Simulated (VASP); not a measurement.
PbS, 4 atoms in the cell. Symmetry: Cmcm, No. 63, orthorhombic system. The conventional cell has a = 4.215 Å, b = 12.140 Å, c = 4.336 Å, α = 90.00°, β = 90.00°, γ = 90.00°. Pb (site symmetry m2m) has 5 S at 2.72 to 3.03 Å within 3.6 Å. Within 3.6 Å of S (site symmetry m2m) lie 5 Pb at 2.72 to 3.03 Å. 

- Program: VASP 6.6.1
- Task: single point
- Functional: r2SCAN
- Potentials or basis: VASP PAW PBE potentials, release 64 (Pb_d, S)
- Cutoff: 520 eV
- k mesh: 4 × 4 × 4
- Occupations: fermi-dirac, width 0.02 eV
- Spin: no spin polarisation
- Dipole correction: no
- Further INCAR settings: ALGO = Normal; EDIFF = 1e-06; NBANDS = 28

Potentials or basis: VASP PAW PBE potentials, release 64 (Pb_d, S).

Run with:

```sh
$ cat potpaw_PBE.64/Pb_d/POTCAR potpaw_PBE.64/S/POTCAR > POTCAR
$ cp INCAR.step1 INCAR
$ mpirun -np 1 vasp_std > vasp.out
$ cp INCAR.step2 INCAR
$ mpirun -np 1 vasp_std > vasp.out
```

Hardware: 1 thread of Intel(R) Xeon(R) 6975P-C (Granite Rapids), on a shared host.

Question: How long does it take, and how much memory?

Answer: Wall time 2.2 min on 1 thread of Intel(R) Xeon(R) 6975P-C (Granite Rapids), on a shared host, peak memory 0.31 GiB. Counts: k points 21.
